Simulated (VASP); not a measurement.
Se: relaxation of cell and atoms with PBE

Se:

```
Se
1.0
     3.10000    0.00000    0.00000
    -1.55000    2.68468    0.00000
     0.00000    0.00000    5.06230
Se
2
Direct
  0.33333 0.66667 0.25000
  0.66667 0.33333 0.75000
```

| Quantity | Value |
| --- | --- |
| Program | VASP 6.6.1 |
| Task | relaxation of cell and atoms |
| Functional | PBE |
| Potentials or basis | VASP PAW PBE potentials, release 64 (Se) |
| Cutoff | 600 eV |
| k mesh | 6 × 6 × 4 |
| Occupations | fermi-dirac, width 0.01 eV |
| Spin | no spin polarisation |
| Target pressure | 20 GPa |
| Dipole correction | no |
| Further INCAR settings | ALGO = Normal; EDIFF = 1e-06; IBRION = 2; EDIFFG = -0.03; NSW = 80; ISIF = 3 |

* Relaxed volume: 17.64 Å³/atom
* Relaxed cell: a = 3.253 Å, b = 3.253 Å, c = 3.851 Å, α = 90.00°, β = 90.00°, γ = 120.00°
* Space group after relaxing (to 0.05 Å): P6_3/mmc (No. 194)
* Energy change on relaxing (the enthalpy is what falls): -147.9 meV/atom
* Ionic steps: 19
* Pressure after relaxing: 20.0 GPa
* Band gap on the k mesh: zero (band 6 reaches 9.22 eV, above the bottom of band 7 at 5.27 eV)

Step by step:
| step | energy change (eV) | largest force (eV/Å) | pressure (GPa) | volume (Å³) |
| --- | --- | --- | --- | --- |
| 1 | 0.0000 | 0.0000 | -1.55 | 42.13 |
| 2 | 2.0672 | 0.0000 | 72.31 | 27.07 |
| 3 | 0.2986 | 0.0000 | 18.74 | 34.06 |
| 4 | 0.3386 | 0.0000 | 20.21 | 33.71 |
| 5 | 0.3578 | 0.0000 | 20.86 | 33.56 |
| 6 | 0.3245 | 0.0000 | 21.50 | 33.65 |
| 7 | -0.0413 | 0.0000 | 21.52 | 33.76 |
| 8 | 0.2699 | 0.0000 | 36.81 | 33.07 |
| 9 | -0.0419 | 0.0000 | 24.34 | 33.70 |
| 10 | -0.0382 | 0.0000 | 27.51 | 33.55 |
| 11 | -0.1155 | 0.0000 | 25.90 | 34.03 |
| 12 | -0.2083 | 0.0000 | 23.25 | 34.73 |
| 13 | -0.1829 | 0.0000 | 23.94 | 34.52 |
| 14 | -0.2165 | 0.0000 | 22.95 | 34.72 |
| 15 | -0.3002 | 0.0000 | 19.57 | 35.33 |
| 16 | -0.2838 | 0.0000 | 20.35 | 35.19 |
| 17 | -0.2855 | 0.0000 | 20.26 | 35.20 |
| 18 | -0.2886 | 0.0000 | 20.18 | 35.23 |
| 19 | -0.2958 | 0.0000 | 19.99 | 35.28 |

Final structure:
```
CELL_PARAMETERS angstrom
3.25262 0.00000 0.00000
-1.62631 2.81685 0.00000
0.00000 0.00000 3.85101
ATOMIC_POSITIONS crystal
Se 0.33333 0.66667 0.25000
Se 0.66667 0.33333 0.75000
```

Levels at points of the mesh, in eV from the Fermi level:
| k point | band 2 | band 3 | band 4 | band 5 | band 6 | band 7 | band 8 | band 9 | band 10 |
| --- | --- | --- | --- | --- | --- | --- | --- | --- | --- |
| (0.00, 0.00, 0.00) | -10.40 | -7.06 | -1.61 | -1.61 | 1.65 | 1.65 | 4.25 | 5.04 | 8.63 |
| (0.50, 0.00, 0.00) | -12.96 | -5.26 | -4.06 | -3.98 | -2.02 | -1.34 | 2.80 | 3.25 | 9.48 |
| (0.00, 0.00, 0.50) | -15.66 | -0.09 | -0.09 | 0.09 | 0.09 | 0.09 | 0.09 | 8.72 | 8.72 |
| (0.50, 0.00, 0.50) | -13.47 | -7.91 | -7.91 | -1.65 | -1.65 | 1.28 | 1.28 | 8.69 | 8.69 |

It took 120 s on 1 thread of Intel(R) Xeon(R) Platinum 8259CL CPU @ 2.50GHz (Skylake/Cascade Lake), on a shared host, peak memory 0.19 GiB.

Caveat: the k points lie up to 0.41 Å⁻¹ apart in the final cell; the cell is relaxed towards a set pressure, so the enthalpy falls and the energy may rise; the volume moved by over 15 % at a fixed basis, so the end points are rough.
